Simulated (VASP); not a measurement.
# HfC (Imm2) in VASP: notebook, part 2 of 2

VASP 6.6.1. Earlier steps stand in the parts before.

### 3 Relaxation of cell and atoms, PBEsol

Input file INCAR:

```
SYSTEM = HfC
PREC = Accurate
ENCUT = 600
EDIFF = 1E-6
ISMEAR = -1
SIGMA = 0.05
LREAL = .False.
LASPH = .True.
NELM = 100
ALGO = Normal
ISIF = 3
LWAVE = .False.
LCHARG = .False.
GGA = PS
IBRION = 2
NSW = 60
EDIFFG = -0.01
```

Input file KPOINTS:

```
regular mesh
0
Gamma
  12 12 12
  0 0 0
```

Input file POSCAR:

```
HfC
1.0
   -1.3966732300      2.4971805100      1.8473367300
    1.3966732300     -2.4971805100      1.8473367300
    1.3966732300      2.4971805100     -1.8473367300
Hf C
1 1
Direct
    0.9847118300      0.9847118300      0.0000000000
    0.6794548300      0.1794548300      0.5000000000
```

Potentials or basis: VASP PAW PBE potentials, release 64 (Hf_pv, C).

Run with:

```sh
cat potpaw_PBE.64/Hf_pv/POTCAR potpaw_PBE.64/C/POTCAR > POTCAR
mpirun -np 1 vasp_std > vasp.out
```

OUTCAR:

```text
SYSTEM = HfC
   PREC = Accurate
   ENCUT = 600
   EDIFF = 1E-6
   ISMEAR = -1
   LREAL = .False.
   LASPH = .True.
   NELM = 100
   ISIF = 3
   GGA = PS
   IBRION = 2
   NSW = 60
   EDIFFG = -0.01

 ion  position               nearest neighbor table
   1  0.985  0.985  0.000-   2 1.80   2 1.80   2 2.60   2 2.60   2 2.92   2 2.92
   2  0.679  0.179  0.500-   1 1.80   1 1.80   1 2.60   1 2.60   1 2.92   1 2.92

  LATTYP: Found a body centered orthorhombic cell.
 ALAT       =     2.7933464600
 B/A-ratio  =     1.3226692474
 C/A-ratio  =     1.7879490036

  Lattice vectors:

 A1 = (   1.3966732300,  -2.4971805100,  -1.8473367300)
 A2 = (  -1.3966732300,  -2.4971805100,   1.8473367300)
 A3 = (  -1.3966732300,   2.4971805100,  -1.8473367300)

Analysis of symmetry for initial positions (statically):
=====================================================================
 Subroutine PRICEL returns:
 Original cell was already a primitive cell.

 Routine SETGRP: Setting up the symmetry group for a
 body centered orthorhombic supercell.

 Subroutine GETGRP returns: Found  4 space group operations
 (whereof  4 operations were pure point group operations)
 out of a pool of  8 trial point group operations.

The static configuration has the point symmetry C_2v.

Analysis of symmetry for dynamics (positions and initial velocities):
=====================================================================
 Subroutine PRICEL returns:
 Original cell was already a primitive cell.

 Routine SETGRP: Setting up the symmetry group for a
 body centered orthorhombic supercell.

 Subroutine GETGRP returns: Found  4 space group operations
 (whereof  4 operations were pure point group operations)
 out of a pool of  8 trial point group operations.

The dynamic configuration has the point symmetry C_2v.

 Subroutine INISYM returns: Found  4 space group operations
 (whereof  4 operations are pure point group operations),
 and found     1 'primitive' translations

----------------------------------------------------------------------------------------

[... 113 lines left out ...]
  volume/ion in A,a.u.               =      12.89        86.96
  Fermi-wavevector in a.u.,A,eV,Ry     =   1.335777  2.524252 24.276872  1.784300
  Thomas-Fermi vector in A             =   2.464455
   LORBIT       =      0    0 simple, 1 ext, 2 COOP (PROOUT), +10 PAW based schemes
   GGA     = PS    functional components
   LHFCALC =     F    Hartree Fock is set to
   AEXX    =    0.0000 exact exchange contribution
   IVDW    =     0    specifies the selected vdW correction
   LEPSILON=     F    determine dielectric tensor
   LRPA    =     F    only Hartree local field effects (RPA)
 conjugate gradient relaxation of ions
 non-spin polarized calculation
  energy-cutoff  :      600.00
  volume of cell :       25.77
 maximum number of plane-waves:       875
   NGX = 13   NGY = 13   NGZ = 13

--------------------------------------- Ionic step        1  -------------------------------------------

 number of electron      14.0000001 magnetization

 Free energy of the ion-electron system (eV)
  ---------------------------------------------------
  ext. energy  EPLUGINS =         0.00000000
  ---------------------------------------------------
  free energy    TOTEN  =       -17.79627919 eV

  energy without entropy =      -17.79610186  energy(sigma->0) =      -17.79619053

------------------------ aborting loop because EDIFF is reached ----------------------------------------

  FORCE on cell =-STRESS in cart. coord.  units (eV):
  Direction    XX          YY          ZZ          XY          YZ          ZX
  --------------------------------------------------------------------------------------
  -------------------------------------------------------------------------------------
  Total       25.9482990     -4.6934505      8.4275248      0.0000000      0.0000000      0.0000000
  in kB     1613.1274231   -291.7776479    523.9137760      0.0000000      0.0000000      0.0000000
  external PRESSURE =     615.0878504 kB  Pullay stress =       0.0000000 kB
[... 770 lines left out ...]
  band No.  band energies     occupation
      1     -28.6020      2.00000
      2     -28.5757      2.00000
      3     -28.1909      2.00000
      4      -5.7196      2.00000
      5      -0.9438      2.00000
      6       0.7400      2.00000
      7       1.1352      2.00000
      8       5.2156      0.00000
      9       5.4247      0.00000
     10       6.8327      0.00000
     11       7.4458      0.00000

 [... further k-points ...]

[... ionic steps 4 to 19 ...]

--------------------------------------- Ionic step       20  -------------------------------------------

 number of electron      14.0000000 magnetization

------------------------ aborting loop because EDIFF is reached ----------------------------------------
[... 67 lines left out ...]
--------------------------------------- Ionic step       22  -------------------------------------------

 number of electron      14.0000000 magnetization

 Free energy of the ion-electron system (eV)
  ---------------------------------------------------
  ext. energy  EPLUGINS =         0.00000000
  ---------------------------------------------------
  free energy    TOTEN  =       -22.19899250 eV

  energy without entropy =      -22.19662047  energy(sigma->0) =      -22.19780648

 E-fermi :   6.0500     XC(G=0): -12.5640

 val. band max:        5.9849134792   @ k =   0.5000   0.5000   0.5000
 cond. band min:       6.0985227716   @ k =   0.4167  -0.3333   0.3333
 fundamental gap:      0.1136092924
 Fermi energy:         6.0499844950
[... 365 lines left out ...]
  FREE ENERGIE OF THE ION-ELECTRON SYSTEM (eV)
  ---------------------------------------------------
  free  energy   TOTEN  =       -22.1989925028 eV

  energy  without entropy=      -22.1966204671  energy(sigma->0) =      -22.19780648

 reached required accuracy - stopping structural energy minimisation
```

OSZICAR:

```text
N       E                     dE             d eps       ncg     rms          rms(c)
DAV:   1     0.347087709746E+02    0.34709E+02   -0.85488E+03  6160   0.136E+03
DAV:   2    -0.197453784192E+02   -0.54454E+02   -0.51207E+02  8229   0.237E+02
DAV:   3    -0.219628965567E+02   -0.22175E+01   -0.22037E+01  7707   0.375E+01
[... 193 lines left out ...]
       N       E                     dE             d eps       ncg     rms          rms(c)
DAV:   1    -0.221990038253E+02   -0.39191E-04   -0.10101E-02  6220   0.992E-01    0.136E-01
DAV:   2    -0.221990040330E+02   -0.20771E-06   -0.30473E-04  7376   0.180E-01    0.503E-02
DAV:   3    -0.221989931355E+02    0.10898E-04   -0.21125E-05  7051   0.423E-02    0.262E-02
DAV:   4    -0.221989925028E+02    0.63269E-06   -0.24061E-06  6920   0.145E-02
  22 F= -.22198993E+02 E0= -.22197806E+02  d E =-.278556E-04
```

CONTCAR:

```text
HfC
   1.00000000000000
    -1.6280197844334516    2.3023416903009011    1.6285105026832887
     1.6280197844334516   -2.3023416903009011    1.6285105026832887
     1.6280197844334516    2.3023416903009011   -1.6285105026832887
  Hf              C
     1     1
Direct
     0.0820294418123910    0.0820294418123910    0.0000000000000000
     0.5821372181876082    0.0821372181876083    0.5000000000000000

  0.00000000E+00  0.00000000E+00  0.00000000E+00
  0.00000000E+00  0.00000000E+00  0.00000000E+00
```

It took 15 min on 1 thread of Intel Xeon 6975P-C, shared host; peak memory 0.28 GiB.

What came out:

```
Free energy                            : -22.1990 eV
Relaxed volume                         : 12.21 Å³/atom
Relaxed cell                           : a = 3.256 Å, b = 3.256 Å, c = 3.256 Å, α = 120.00°, β = 90.01°, γ = 119.98°
Space group after relaxing (to 0.05 Å) : Fm-3m (No. 225)
Energy gained by relaxing              : 2201.4 meV/atom
Ionic steps                            : 22
Pressure after relaxing                : -0.1 GPa
Largest force after relaxing           : 0.003 eV/Å
Band gap on the k mesh                 : zero (band 7 reaches 7.08 eV, above the bottom of band 8 at 5.61 eV)
```

Forces on the atoms (eV/Å):
```
Hf   0.000  0.000  0.003
C    0.000  0.000 -0.003
```

The path:
```csv
step,energy change (eV),largest force (eV/Å),pressure (GPa),volume (Å³)
1,0.0000,11.5743,61.51,25.77
2,-0.2018,1.0446,-30.36,44.71
3,-0.6895,0.8923,-32.42,41.78
4,-1.2255,0.4435,-35.28,39.19
5,-2.8504,0.2287,-36.31,32.42
6,-3.0841,1.1766,-17.61,29.08
7,-3.1286,0.3158,-27.57,30.31
8,-3.1371,0.4876,-25.30,29.97
9,-3.8628,0.9439,25.18,23.10
10,-4.0740,1.0976,1.95,24.99
11,-4.3032,0.9910,2.46,24.34
12,-4.3055,0.9175,3.16,24.23
13,-4.3849,0.1783,-3.44,24.76
14,-4.3859,0.0855,-4.04,24.82
15,-4.3943,0.1733,4.41,24.01
16,-4.4014,0.0643,0.86,24.33
17,-4.4024,0.0325,-0.68,24.48
18,-4.4026,0.0418,-0.24,24.43
19,-4.4026,0.0421,-0.24,24.43
20,-4.4027,0.0163,0.19,24.39
21,-4.4027,0.0172,0.19,24.39
22,-4.4027,0.0031,-0.06,24.42
```

Final structure:
```cif
data_structure
_symmetry_space_group_name_H-M 'P 1'
_symmetry_Int_Tables_number 1
_cell_length_a 3.2563
_cell_length_b 3.2563
_cell_length_c 3.2563
_cell_angle_alpha 120.005
_cell_angle_beta 90.009
_cell_angle_gamma 119.985
_cell_volume 24.42
loop_
_atom_site_label
_atom_site_type_symbol
_atom_site_fract_x
_atom_site_fract_y
_atom_site_fract_z
_atom_site_occupancy
Hf1 Hf 0.08203 0.08203 0.00000 1
C1 C 0.58214 0.08214 0.50000 1
```

Levels at points of the mesh, in eV from the Fermi level:
```tsv
k point	band 3	band 4	band 5	band 6	band 7	band 8	band 9	band 10	band 11
(0.00, 0.00, 0.00)	-29.38	-12.45	1.02	1.02	1.03	1.33	1.33	1.33	3.43
(0.50, 0.00, 0.00)	-29.46	-8.48	-6.33	-3.11	-3.11	5.44	5.44	5.93	6.64
(0.00, 0.50, 0.00)	-29.64	-10.51	-2.57	-1.95	-0.07	-0.07	5.45	6.93	6.94
(0.50, 0.50, 0.00)	-29.46	-8.48	-6.33	-3.11	-3.11	5.44	5.44	5.93	6.64
(0.50, 0.50, 0.50)	-29.64	-10.51	-2.57	-1.95	-0.07	-0.07	5.45	6.94	6.94
```

Caveat: the PAW data sets were made with another functional, which shifts forces and pressure a little; spin-orbit coupling is left out, which moves the levels of the heavy elements.

### 4 Single point, LDA, non-collinear spin, zero start, spin-orbit coupling

Input file INCAR:

```
SYSTEM = HfC
ALGO = Normal
EDIFF = 1E-6
ENCUT = 520
GGA_COMPAT = .False.
ISIF = 2
ISMEAR = -1
LASPH = .True.
LCHARG = .False.
LMAXMIX = 4
LNONCOLLINEAR = .True.
LORBIT = 11
LORBMOM = .True.
LREAL = .False.
LSORBIT = .True.
LWAVE = .False.
MAGMOM = 0 0 0 0 0 0
NBANDS = 26
NELM = 150
PREC = Accurate
SIGMA = 0.05
```

Input file KPOINTS:

```
k-points
0
Gamma
  9 9 9
  0 0 0
```

POSCAR is that of step 3.

Potentials or basis: VASP PAW LDA potentials, release 64 (Hf_pv, C).

Run with:

```sh
cat potpaw_LDA.64/Hf_pv/POTCAR potpaw_LDA.64/C/POTCAR > POTCAR
mpirun -np 1 vasp_ncl > vasp.out
```

OUTCAR:

```text
SYSTEM = HfC
   EDIFF = 1E-6
   ENCUT = 520
   ISIF = 2
   ISMEAR = -1
   LASPH = .True.
   LNONCOLLINEAR = .True.
   LORBIT = 11
   LREAL = .False.
   LSORBIT = .True.
   NELM = 150
   PREC = Accurate

 ion  position               nearest neighbor table
   1  0.985  0.985  0.000-   2 1.80   2 1.80   2 2.60   2 2.60   2 2.92   2 2.92
   2  0.679  0.179  0.500-   1 1.80   1 1.80   1 2.60   1 2.60   1 2.92   1 2.92

  LATTYP: Found a body centered orthorhombic cell.
 ALAT       =     2.7933464600
 B/A-ratio  =     1.3226692474
 C/A-ratio  =     1.7879490036

  Lattice vectors:

 A1 = (   1.3966732300,  -2.4971805100,  -1.8473367300)
 A2 = (  -1.3966732300,  -2.4971805100,   1.8473367300)
 A3 = (  -1.3966732300,   2.4971805100,  -1.8473367300)

Analysis of symmetry for initial positions (statically):
=====================================================================
 Subroutine PRICEL returns:
 Original cell was already a primitive cell.

 Routine SETGRP: Setting up the symmetry group for a
 body centered orthorhombic supercell.

 Subroutine GETGRP returns: Found  4 space group operations
 (whereof  4 operations were pure point group operations)
 out of a pool of  8 trial point group operations.

The static configuration has the point symmetry C_2v.

Analysis of symmetry for dynamics (positions and initial velocities):
=====================================================================
 Subroutine PRICEL returns:
 Original cell was already a primitive cell.

 Routine SETGRP: Setting up the symmetry group for a
 body centered orthorhombic supercell.

 Subroutine GETGRP returns: Found  4 space group operations
 (whereof  4 operations were pure point group operations)
 out of a pool of  8 trial point group operations.

The dynamic configuration has the point symmetry C_2v.

Analysis of structural, dynamic, and magnetic symmetry:
=====================================================================
[... 908 lines left out ...]

 # of ion     p       d       tot
 ----------------------------------------
  1         0.000   0.000   0.000
  2         0.000   0.000   0.000
 ----------------------------------------
            0.000   0.000   0.000

 orbital moment (z)

 # of ion     p       d       tot
 ----------------------------------------
  1         0.000   0.000   0.000
  2         0.000   0.000   0.000
 ----------------------------------------
            0.000   0.000   0.000

 Spin-Orbit-Coupling matrix elements

 Ion:    1  E_soc:     -1.4161832
 l=   1
     0.0000000    -0.2267064    -0.2273172
    -0.2267064     0.0000000    -0.2316361
    -0.2273172    -0.2316361     0.0000000
 l=   2
     0.0000000    -0.0010956     0.0000000    -0.0020536    -0.0060796
    -0.0010956     0.0000000    -0.0034889    -0.0016932    -0.0012954
     0.0000000    -0.0034889     0.0000000    -0.0045661     0.0000000
    -0.0020536    -0.0016932    -0.0045661     0.0000000    -0.0021596
    -0.0060796    -0.0012954     0.0000000    -0.0021596     0.0000000
 l=   3
     0.0000000     0.0000000     0.0000000     0.0000000     0.0000000     0.0000000     0.0000000
     0.0000000     0.0000000     0.0000000     0.0000000     0.0000000     0.0000000     0.0000000
     0.0000000     0.0000000     0.0000000     0.0000000     0.0000000     0.0000000     0.0000000
     0.0000000     0.0000000     0.0000000     0.0000000     0.0000000     0.0000000     0.0000000
     0.0000000     0.0000000     0.0000000     0.0000000     0.0000000     0.0000000     0.0000000
     0.0000000     0.0000000     0.0000000     0.0000000     0.0000000     0.0000000     0.0000000
     0.0000000     0.0000000     0.0000000     0.0000000     0.0000000     0.0000000     0.0000000

 Ion:    2  E_soc:     -0.0001248
 l=   1
     0.0000000    -0.0000157    -0.0000244
    -0.0000157     0.0000000    -0.0000223
    -0.0000244    -0.0000223     0.0000000
 l=   2
     0.0000000     0.0000000     0.0000000     0.0000000     0.0000000
     0.0000000     0.0000000     0.0000000     0.0000000     0.0000000
     0.0000000     0.0000000     0.0000000     0.0000000     0.0000000
     0.0000000     0.0000000     0.0000000     0.0000000     0.0000000
     0.0000000     0.0000000     0.0000000     0.0000000     0.0000000
 l=   3
     0.0000000     0.0000000     0.0000000     0.0000000     0.0000000     0.0000000     0.0000000
     0.0000000     0.0000000     0.0000000     0.0000000     0.0000000     0.0000000     0.0000000
     0.0000000     0.0000000     0.0000000     0.0000000     0.0000000     0.0000000     0.0000000
     0.0000000     0.0000000     0.0000000     0.0000000     0.0000000     0.0000000     0.0000000
     0.0000000     0.0000000     0.0000000     0.0000000     0.0000000     0.0000000     0.0000000
     0.0000000     0.0000000     0.0000000     0.0000000     0.0000000     0.0000000     0.0000000
     0.0000000     0.0000000     0.0000000     0.0000000     0.0000000     0.0000000     0.0000000

 total charge

# of ion       s       p       d       tot
------------------------------------------
    1        0.444   6.809   2.340   9.593
    2        0.931   1.679   0.000   2.611
--------------------------------------------------
tot          1.375   8.488   2.340  12.204

 magnetization (x)

# of ion       s       p       d       tot
------------------------------------------
    1        0.000   0.000   0.000   0.000
    2        0.000   0.000   0.000   0.000
--------------------------------------------------
tot          0.000   0.000   0.000   0.000

 magnetization (y)

# of ion       s       p       d       tot
------------------------------------------
    1        0.000  -0.000   0.000  -0.000
    2        0.000   0.000   0.000   0.000
--------------------------------------------------
tot          0.000  -0.000   0.000  -0.000

 magnetization (z)

# of ion       s       p       d       tot
------------------------------------------
    1        0.000  -0.000   0.000  -0.000
    2        0.000  -0.000   0.000  -0.000
--------------------------------------------------
tot          0.000  -0.000   0.000  -0.000
```

stdout:

```text
POSCAR found type information on POSCAR HfC
 POSCAR found :  2 types and       2 ions
 scaLAPACK will be used
 LDA part: xc-table for (Slater(with rela. corr.)+CA(PZ))
 , standard interpolation
 POSCAR, INCAR and KPOINTS ok, starting setup
 FFT: planning ... GRIDC
 FFT: planning ... GRID_SOFT
 FFT: planning ... GRID
 WAVECAR not read
 entering main loop
```

Wall time 6.7 min (1 thread of Intel Xeon 6975P-C, shared host); peak memory 0.36 GiB.

Results:

```yaml
Free_energy: -19.3150 eV
Pressure: 55.8 GPa
Largest_force: 11.172 eV/Å
Net_moment: 0.00 μB per cell
Valence_electrons_inside_the_program's_atomic_spheres: Hf 9.59; C 2.61
```

Forces on the atoms (eV/Å):
```
Hf    0.000   0.000  11.172
C     0.000   0.000 -11.172
```

Moments on the atoms (μB; x, y, z):
```
Hf  0.00 0.00 0.00
C   0.00 0.00 0.00
```

Caveat: forces of over 1 eV/Å act on the atoms, so gaps and moduli don't describe the material at rest.

### 5 Overview

```csv
task,level,potentials or basis,spin,cell,k mesh,cutoff (eV),gap on the mesh (eV),pressure (GPa),relaxed volume (Å³/atom)
relaxation of cell and atoms,LDA,"VASP PAW LDA potentials, release 64 (Hf_pv, C)",off,relaxed,12 × 12 × 12,600,none,0.0,11.98
relaxation of cell and atoms,PBEsol,"VASP PAW PBE potentials, release 64 (Hf_pv, C)",off,relaxed,12 × 12 × 12,600,none,-0.1,12.21
single point,LDA,"VASP PAW LDA potentials, release 64 (Hf_pv, C)","non-collinear, zero start, SOC",as given,9 × 9 × 9,520,-,55.8,-
```

Alike in all rows: smearing fermi-dirac 0.05 eV.

Caveats: spin-orbit coupling is left out, which moves the levels of the heavy elements (some runs); the PAW data sets were made with another functional, which shifts forces and pressure a little (some runs); forces of over 1 eV/Å act on the atoms, so gaps and moduli don't describe the material at rest (some runs).

Absolute energies hang on the potentials; compare differences alone.
